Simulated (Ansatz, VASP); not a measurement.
## Ir in VASP and in Ansatz

```
Ir
1.0
     0.00000    1.94788    1.94788
     1.94788    0.00000    1.94788
     1.94788    1.94788    0.00000
Ir
1
Direct
  0.00000 0.00000 0.00000
```

Alike in both runs: task single point; functional r2SCAN; k mesh 23 × 23 × 23; occupations fermi-dirac, width 0.05 eV; collinear spin.

|  | VASP | Ansatz |
| --- | --- | --- |
| version | VASP 6.6.1 | Ansatz 0.2.0 |
| potentials or method | VASP PAW PBE potentials, release 64 (Ir), cutoff 520 eV | plane waves (500 eV) with PAW, scalar-relativistic |
| valence electrons in the cell | 9 | 17 |

VASP gave:

```
pressure (GPa)           : -11.6
net moment per atom (μB) : 0.00
```

Task: Which values does Ansatz return?

Result: Pressure (GPa): -13.7; net moment per atom (μB): 0.00.

VASP's potentials were made for PBE, not for r2SCAN. VASP's potentials hold 9 valence electrons a cell and Ansatz's 17, so a difference there can come from the potentials and not from the codes. Ansatz's warnings: seeded moment not kept, stability check not made.

Neither program's run includes spin-orbit coupling.
